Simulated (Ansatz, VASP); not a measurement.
## In: VASP beside Ansatz

POSCAR

```
In
1.0
   -1.5752991612      1.5752991612      2.6362466536
    1.5752991612     -1.5752991612      2.6362466536
    1.5752991612      1.5752991612     -2.6362466536
In
1
Direct
    0.0000000000      0.0000000000      0.0000000000
```

Contents of INCAR.step1:

```
SYSTEM = In
ALGO = Normal
EDIFF = 1E-4
ENCUT = 520
GGA = PE
ISMEAR = 0
LASPH = .TRUE.
LCHARG = .FALSE.
LREAL = .FALSE.
LWAVE = .TRUE.
NBANDS = 12
NELM = 80
PREC = Accurate
SIGMA = 0.15
```

Contents of INCAR.step2:

```
SYSTEM = In
ALGO = Normal
EDIFF = 1E-6
ENCUT = 520
ISIF = 2
ISMEAR = 0
ISTART = 1
LASPH = .TRUE.
LCHARG = .TRUE.
LELF = .TRUE.
LMIXTAU = .TRUE.
LREAL = .FALSE.
LVHAR = .TRUE.
LWAVE = .FALSE.
METAGGA = R2SCAN
NBANDS = 12
NELM = 80
PREC = Accurate
SIGMA = 0.15
```

The input KPOINTS:

```
k-points
0
G
  22 22 22
  0 0 0
```

Input for Ansatz:

```yaml
crystal:
  lattice:
    - [-1.5752991612, 1.5752991612, 2.6362466536]
    - [1.5752991612, -1.5752991612, 2.6362466536]
    - [1.5752991612, 1.5752991612, -2.6362466536]
  atoms:
    - { symbol: In, position: [0.0, 0.0, 0.0] }
basis:
  ecutwfc: 500
kpoints:
  mp_grid: { grid: [22, 22, 22] }
hamiltonian:
  xc: r2scan
scf:
  occupations: { method: gaussian, width: 0.15 }
output:
  forces: true
  stress: true
  eigenvalues: true
```

Alike in both runs: task single point; functional r2SCAN; k mesh 22 × 22 × 22; occupations gaussian, width 0.15 eV; no spin polarisation.

```csv
,VASP,Ansatz
version,VASP 6.6.1,Ansatz 0.2.0
potentials or method,"VASP PAW PBE potentials, release 64 (In_d), cutoff 520 eV","scalar-relativistic, plane waves, PAW"
valence electrons in the cell,13,13
```

```tsv
	VASP	Ansatz	Ansatz less VASP
gap on the k mesh at the Fermi level (eV)	none	none	-
pressure (GPa)	0.3	0.3	-0.03
traceless stress, the component that is largest in VASP (GPa)	-0.63	-0.63	-0.006
```

VASP's potentials were made for PBE, not for r2SCAN. A gap of «none» marks a metal or a gap that the smearing closes.
